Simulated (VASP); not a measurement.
Write the native input for VASP 6.6.1 that does the following.

| Item | Value |
| --- | --- |
| Task | single point |
| Functional | LDA |
| Potentials or basis | VASP PAW LDA potentials, release 64 (Al, Ga_d, N) |
| Cutoff | 520 eV |
| k mesh | 8 × 8 × 6 |
| Occupations | gaussian, width 0.02 eV |
| Spin | no spin polarisation |
| Dipole correction | no |
| Further INCAR settings | ALGO = Normal; EDIFF = 1e-06; NBANDS = 21 |

The structure of AlGaN2 lies in POSCAR:

```
AlGaN2
1.0
    3.0913365906      0.0000000000      0.0000000000
    0.0000000000      3.0913365906      0.0000000000
    0.0000000000      0.0000000000      4.3495313481
Al Ga N
1 1 2
Direct
    0.5000000000      0.5000000000      0.5000000000
    0.0000000000      0.0000000000      0.0000000000
    0.5000000000      0.0000000000      0.7399927245
    0.0000000000      0.5000000000      0.2600072755
```

The input as run:

INCAR

```
SYSTEM = AlGaN2
ALGO     = Normal         ! electronic algorithm
EDIFF    = 1E-6           ! SCF threshold, eV
ENCUT    = 520            ! plane-wave cutoff, eV
GGA      = CA             ! functional
ISIF     = 2              ! what is computed and relaxed
ISMEAR   = 0              ! smearing method
LASPH    = .TRUE.         ! aspherical terms in the spheres
LCHARG   = .FALSE.        ! write CHGCAR
LREAL    = .FALSE.        ! projectors in reciprocal space
LWAVE    = .FALSE.        ! write WAVECAR
NBANDS   = 21             ! bands
NELM     = 80             ! most SCF steps
PREC     = Accurate       ! precision mode
SIGMA    = 0.02           ! smearing width, eV
```

KPOINTS

```
k-points
0
G
  8 8 6
  0 0 0
```

Potentials or basis: VASP PAW LDA potentials, release 64 (Al, Ga_d, N).

Command:

```console
$ cat potpaw_LDA.64/Al/POTCAR potpaw_LDA.64/Ga_d/POTCAR potpaw_LDA.64/N/POTCAR > POTCAR
$ mpirun -np 1 vasp_std > vasp.out
```

Results of the run:

```json
{"Pressure": "6.0 GPa", "Largest force": "0.033 eV/Å", "Band gap on the k mesh": "3.24 eV, direct"}
```

It took 20 s on 1 thread of Intel Xeon 6975P-C, with other jobs on the host, peak memory 0.17 GiB.
